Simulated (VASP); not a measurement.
Write the native input for VASP 6.6.1 that does the following.

```
Task                   : single point
Functional             : PBE
Potentials or basis    : VASP PAW PBE potentials, release 64 (I)
Cutoff                 : 520 eV
k mesh                 : 9 × 9 × 9
Occupations            : fermi-dirac, width 0.05 eV
Spin                   : no spin polarisation
Dipole correction      : no
Further INCAR settings : ALGO = Normal; EDIFF = 1e-06; NBANDS = 10
```

The structure of I lies in POSCAR:

```
I
1.0
    0.0000000000      2.3497234514      3.8835988039
    2.1775319666      0.0000000000      3.8835988039
    2.1775319666      2.3497234514      0.0000000000
I
1
Direct
    0.0000000000      0.0000000000      0.0000000000
```

This cell differs from its parent crystal: volume scaled by 0.98.

One way to write it, as run:

INCAR

```
PREC = Accurate
ENCUT = 520
EDIFF = 1E-6
ISMEAR = -1
SIGMA = 0.05
LREAL = False
LASPH = True
NELM = 100
ALGO = Normal
ISIF = 2
LWAVE = False
LCHARG = True
GGA = PE
LELF = True
LVHAR = True
NBANDS = 10
```

KPOINTS

```
Automatic mesh
0
Gamma
  9 9 9
```

Potentials or basis: VASP PAW PBE potentials, release 64 (I).

The run is started by

```console
$ cat potpaw_PBE.64/I/POTCAR > POTCAR
$ mpirun -np 1 vasp_std > vasp.out
```

Results of the run:

```yaml
Pressure: 1.0 GPa
```

Caveat: an odd number of electrons without spin polarisation forces a metal; a magnetic or distorted state may lie lower.

Wall time 17 s on 1 thread of Intel(R) Xeon(R) 6975P-C (Granite Rapids) (shared host), peak memory 0.2 GiB.
